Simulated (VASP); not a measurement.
Wanted: the native input for a VASP 6.6.1 run.

* Task: electric field gradients
* Functional: PBE
* Potentials or basis: VASP PAW PBE potentials, release 64 (Pb_d, S)
* Cutoff: 400 eV
* k mesh: 7 × 7 × 7
* Occupations: fermi-dirac, width 0.01 eV
* Spin: no spin polarisation
* Dipole correction: no
* Further INCAR settings: ALGO = Normal; EDIFF = 1e-08; NBANDS = 17

The structure of PbS lies in POSCAR:

```
PbS
1.0
    0.0000000000      2.9650000000      2.9650000000
    2.9650000000      0.0000000000      2.9650000000
    2.9650000000      2.9650000000      0.0000000000
Pb S
1 1
Direct
    0.0000000000      0.0000000000      0.0000000000
    0.4662731872      0.5337268128      0.5337268128
```

This cell differs from its parent crystal: atom 2 (S) moved by [0.2, 0.0, 0.0] A.

One way to write it, as run:

INCAR

```
SYSTEM = PbS
  ALGO = Normal
  EDIFF = 1E-8
  ENCUT = 400
  GGA = PE
  GGA_COMPAT = .False.
  ISIF = 2
  ISMEAR = -1
  LASPH = .True.
  LCHARG = .False.
  LEFG = .True.
  LREAL = .False.
  LWAVE = .False.
  NBANDS = 17
  NELM = 120
  PREC = Accurate
  SIGMA = 0.01
```

KPOINTS

```
k-points
0
Gamma
  7 7 7
  0 0 0
```

Potentials or basis: VASP PAW PBE potentials, release 64 (Pb_d, S).

Command:

```bash
$ cat potpaw_PBE.64/Pb_d/POTCAR potpaw_PBE.64/S/POTCAR > POTCAR
$ mpirun -np 1 vasp_std > vasp.out
```

Results of the run:

```yaml
Pressure: 2.8 GPa
Largest_force: 0.218 eV/Å
Band_gap_on_the_k_mesh: 1.12 eV
Largest_electric_field_gradient_by_atom: Pb -79.4; S +2.2 V/Å²
```

Caveat: the cell differs from its parent crystal (atom 2 (S) moved by [0.2, 0.0, 0.0] A); without QUAD_EFG the Cq values of the log hold for a quadrupole moment of 1 mb, not for the nuclei; spin-orbit coupling is left out, which moves the levels of the heavy elements; an odd mesh through Γ misses points on the zone boundary, where band edges can lie.

Wall time 12 s on 1 thread of Intel(R) Xeon(R) 6975P-C (Granite Rapids) (shared host), peak memory 0.16 GiB.
